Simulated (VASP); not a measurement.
Runs of VASP 6.6.1 on CuI. The structure is that of space group P4/nmm (No. 129), or close to it. The cells are those of the table. 

```tsv
task	level	spin	cell	k mesh	smearing	gap on the mesh (eV)	pressure (GPa)	largest force (eV/Å)
single point	PBEsol	off	a = 4.090, b = 4.090, c = 6.551 Å, 4 atoms	5 × 5 × 3	fermi-dirac 0.05 eV	1.50	(b)	0.21
single point	PBEsol	non-collinear, zero start, SOC	a = 4.090, b = 4.090, c = 6.551 Å, 4 atoms	5 × 5 × 3	fermi-dirac 0.05 eV	-	-1.5	0.18
single point	PBEsol	off	a = 4.090, b = 4.090, c = 6.551 Å, 4 atoms	7 × 7 × 4	fermi-dirac 0.05 eV	1.50	-1.5	0.21
single point	PBEsol	off	a = 4.007, b = 4.007, c = 6.418 Å, 4 atoms	7 × 7 × 4	fermi-dirac 0.05 eV	1.61	1.5	0.37
single point	PBEsol	off	a = 4.035, b = 4.035, c = 6.463 Å, 4 atoms	7 × 7 × 4	fermi-dirac 0.05 eV	(a)	0.3	0.16
dielectric tensor	PBE	off	a = 4.090, b = 4.090, c = 6.551 Å, 4 atoms	7 × 7 × 4	gaussian 0.01 eV	1.62	-	-
```

Alike in all rows: potentials or basis VASP PAW PBE potentials, release 64 (I, Cu); cutoff (eV) 520.

Question: Fill in the values left out.

Answer: (a) 1.57; (b) -1.4.

Caveats: this functional lacks dispersion, which binds layers or chains, so the pressure and a relaxed spacing across them are unreliable; the PAW data sets were made with another functional, which shifts forces and pressure a little (at least some runs); spin-orbit coupling is left out, which moves the levels of the heavy elements (at least some runs).

A k mesh can miss the band edges, and rows without SOC leave out spin-orbit coupling on I.
